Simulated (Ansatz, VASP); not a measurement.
# Lu in VASP and in Ansatz

```
CELL_PARAMETERS angstrom
5.24309 0.00000 0.00000
-2.62155 4.54065 0.00000
0.00000 0.00000 3.29661
ATOMIC_POSITIONS crystal
Lu 0.00000 0.00000 0.00000
Lu 0.33333 0.66667 0.50000
Lu 0.66667 0.33333 0.50000
```

Alike in both runs: task single point; functional BLYP; k mesh 8 × 8 × 10; occupations fermi-dirac, width 0.1 eV; no spin polarisation.

|  | VASP | Ansatz |
| --- | --- | --- |
| version | VASP 6.6.1 | Ansatz 0.2.0 |
| potentials or method | VASP PAW PBE potentials, release 64 (Lu), cutoff 520 eV | plane waves (420 eV) with PAW, scalar-relativistic |
| valence electrons in the cell | 75 | 75 |

```tsv
	VASP	Ansatz	Ansatz less VASP
pressure (GPa)	7.0	6.8	-0.15
traceless stress, the component that is largest in VASP (GPa)	-0.50	-0.43	+0.076
```

VASP's potentials were made for PBE, not for BLYP. The functional is the same, so the differences come from potentials, cutoffs and numerics.

Neither program's run includes spin-orbit coupling.
